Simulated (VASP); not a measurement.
Cu, 1 atom in the cell. The structure is cubic, space group Fm-3m (No. 225). The conventional cell has a = 3.686 Å, b = 3.686 Å, c = 3.686 Å, α = 90.00°, β = 90.00°, γ = 90.00°. Within 3.4 Å of Cu (site symmetry m-3m) lie 12 Cu at 2.61 Å. 

```yaml
Program: VASP 6.6.1
Task: single point
Functional: revPBE
Dispersion: D3(BJ)
Potentials_or_basis: VASP PAW PBE potentials, release 64 (Cu)
Cutoff: 600 eV
k_mesh: 13 × 13 × 13
Occupations: fermi-dirac, width 0.05 eV
Spin: no spin polarisation
Dipole_correction: no
Further_INCAR_settings: ALGO = Normal; EDIFF = 1e-06; NBANDS = 12
```

Potentials or basis: VASP PAW PBE potentials, release 64 (Cu).

Run with:

```sh
$ cat potpaw_PBE.64/Cu/POTCAR > POTCAR
$ mpirun -np 1 vasp_std > vasp.out
```

Hardware: 1 thread of Intel(R) Xeon(R) Platinum 8259CL CPU @ 2.50GHz (Skylake/Cascade Lake), on a shared host.

Task: How long does it take, and how much memory?

Result: Wall time 11 s on 1 thread of Intel(R) Xeon(R) Platinum 8259CL CPU @ 2.50GHz (Skylake/Cascade Lake), with other jobs on the host, peak memory 0.15 GiB. Counts: scf iterations 12, k points 84.
